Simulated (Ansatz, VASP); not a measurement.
# Sn: VASP beside Ansatz

INCAR

```
SYSTEM = Sn
PREC = Accurate
ENCUT = 520
EDIFF = 1E-6
ISMEAR = -1
SIGMA = 0.1
LREAL = .FALSE.
LASPH = .TRUE.
NELM = 80
ALGO = Normal
ISIF = 2
LWAVE = .FALSE.
LCHARG = .TRUE.
GGA = PS
LELF = .TRUE.
LVHAR = .TRUE.
NBANDS = 36
```

KPOINTS

```
regular mesh
0
G
  12 12 4
  0 0 0
```

File POSCAR:

```
Sn
1.0
    3.4128335395      0.0000000000      0.0000000000
   -1.7064167698      2.9556005441      0.0000000000
    0.0000000000      0.0000000000     11.2836463151
Sn
4
Direct
    1.0000000000      1.0000000000      0.0000000000
    1.0000000000      1.0000000000      0.5000000000
    0.3333333333      0.6666666667      0.2500000000
    0.6666666667      0.3333333333      0.7500000000
```

Input for Ansatz:

```yaml
crystal:
  lattice:
    - [3.4128335395, 0.0, 0.0]
    - [-1.7064167698, 2.9556005441, 0.0]
    - [0.0, 0.0, 11.2836463151]
  atoms:
    - { symbol: Sn, position: [1.0, 1.0, 0.0] }
    - { symbol: Sn, position: [1.0, 1.0, 0.5] }
    - { symbol: Sn, position: [0.3333333333, 0.6666666667, 0.25] }
    - { symbol: Sn, position: [0.6666666667, 0.3333333333, 0.75] }
hamiltonian:
  xc: pbesol
  pseudopotentials:
    kind: paw
    azcp:
      Sn: "pseudopotentials/Sn.paw.azcp"
basis:
  ecutwfc: 420
  fft_grid_basis: typed
kpoints:
  mp_grid: { grid: [12, 12, 4], shift: [0, 0, 0] }
magnetization:
  spin_polarized: false
scf:
  occupations: { method: fermi_dirac, width: 0.1 }
  lower_state_search: "off"
output:
  stress: true
```

Alike in both runs: task single point; functional PBEsol; k mesh 12 × 12 × 4; occupations fermi-dirac, width 0.1 eV; no spin polarisation.

```csv
,VASP,Ansatz
version,VASP 6.6.1,Ansatz 0.2.0
potentials or method,"VASP PAW PBE potentials, release 64 (Sn_d), cutoff 520 eV","plane waves (420 eV) with PAW, scalar-relativistic"
valence electrons in the cell,56,56
```

```tsv
	VASP	Ansatz	Ansatz less VASP
pressure (GPa)	-3.4	-3.4	+0.06
traceless stress, the component that is largest in VASP (GPa)	-0.10	-0.10	-0.001
```

VASP's potentials were made for PBE, not for PBEsol, and Ansatz warns of the same on its side. With one functional, cell and mesh, what is left measures potentials, basis and numerics.
